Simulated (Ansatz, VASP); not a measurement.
Two plane-wave programs on Si

Contents of INCAR:

```
PREC = Accurate
ENCUT = 600
EDIFF = 1E-7
ISMEAR = 0
SIGMA = 0.02
LREAL = False
LASPH = True
NELM = 60
ALGO = Normal
ISIF = 3
LWAVE = False
LCHARG = False
GGA = PE
IBRION = 2
NSW = 100
EDIFFG = -0.002
```

File KPOINTS:

```
regular mesh
0
Gamma
  8 8 8
```

The input POSCAR:

```
Si
1.0
    0.0000000000      2.7185000000      2.7185000000
    2.7185000000      0.0000000000      2.7185000000
    2.7185000000      2.7185000000      0.0000000000
Si
2
Direct
    0.5000000000      0.5000000000      0.5000000000
    0.7500000000      0.7500000000      0.7500000000
```

Input for Ansatz:

```yaml
crystal:
  lattice:
    - [0.0, 2.7185, 2.7185]
    - [2.7185, 0.0, 2.7185]
    - [2.7185, 2.7185, 0.0]
  atoms:
    - { symbol: Si, position: [0.5, 0.5, 0.5] }
    - { symbol: Si, position: [0.75, 0.75, 0.75] }
basis:
  ecutwfc: 420
kpoints:
  mp_grid: { grid: [8, 8, 8] }
hamiltonian:
  xc: pbe
  pseudopotentials: { kind: paw, azcp: { folder: soft_1 } }
scf:
  occupations: { method: gaussian, width: 0.02 }
output:
  forces: true
  stress: true
  eigenvalues: true
relax:
  adjacent_minimum: "off"
  f_tol: 0.002
  max_steps: 80
  cell: { stress_tol: 0.02 }
```

Alike in both runs: task relaxation of cell and atoms; functional PBE; k mesh 8 × 8 × 8; occupations gaussian, width 0.02 eV; no spin polarisation.

```csv
,VASP,Ansatz
version,VASP 6.6.1,Ansatz 0.2.0
potentials or method,"VASP PAW PBE potentials, release 64 (Si), cutoff 600 eV","scalar-relativistic, plane waves, PAW"
valence electrons in the cell,8,8
```

|  | VASP | Ansatz | Ansatz less VASP |
| --- | --- | --- | --- |
| gap on the k mesh at the Fermi level, each at its own relaxed structure (eV) | 0.65 | 0.65 | -0.001 |
| relaxed volume (Å³/atom) | 20.44 | 20.46 | +0.011 |
| relaxed cell length with the largest relative difference (Å) | 3.867 | 3.868 | +0.0007 |
